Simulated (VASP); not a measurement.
Crystal: SiC.

```xyz
12
Lattice="3.0742 0.0000 0.0000 -1.5371 2.6624 0.0000 0.0000 0.0000 15.0682" Properties=species:S:1:pos:R:3 pbc="T T T"
Si    1.5371    0.8875    6.9057
Si    0.0000    1.7749   14.4398
Si    1.5371    0.8875   11.9295
Si    0.0000    1.7749    4.3954
Si    0.0000    0.0000    9.4176
Si    0.0000    0.0000    1.8835
C     1.5371    0.8875    5.0222
C     0.0000    1.7749   12.5563
C     1.5371    0.8875   10.0460
C     0.0000    1.7749    2.5119
C     0.0000    0.0000    7.5341
C     0.0000    0.0000    0.0000
```

Base run:

| Property | Result |
| --- | --- |
| Program | VASP 6.6.1 |
| Functional | PBE |
| Dispersion | D4 |
| Potentials or basis | VASP PAW PBE potentials, release 64 (Si, C) |
| Cutoff | 520 eV |
| k mesh | 10 × 10 × 2 |
| Occupations | fermi-dirac, width 0.05 eV |
| Spin | no spin polarisation |

Its results: band gap on the k mesh 2.02 eV (least direct gap 3.12 eV); pressure 0.4 GPa; largest force 0.148 eV/Å.

Problem. The run is repeated on the same cell with these changes: functional from PBE to revPBE. What comes out?

Solution. Band gap on the k mesh 2.02 eV (least direct gap 3.12 eV); pressure -2.3 GPa; largest force 0.149 eV/Å.

Caveats: the PAW data sets were made with another functional, which shifts forces and pressure a little (at least some runs).

A k mesh can miss the band edges.
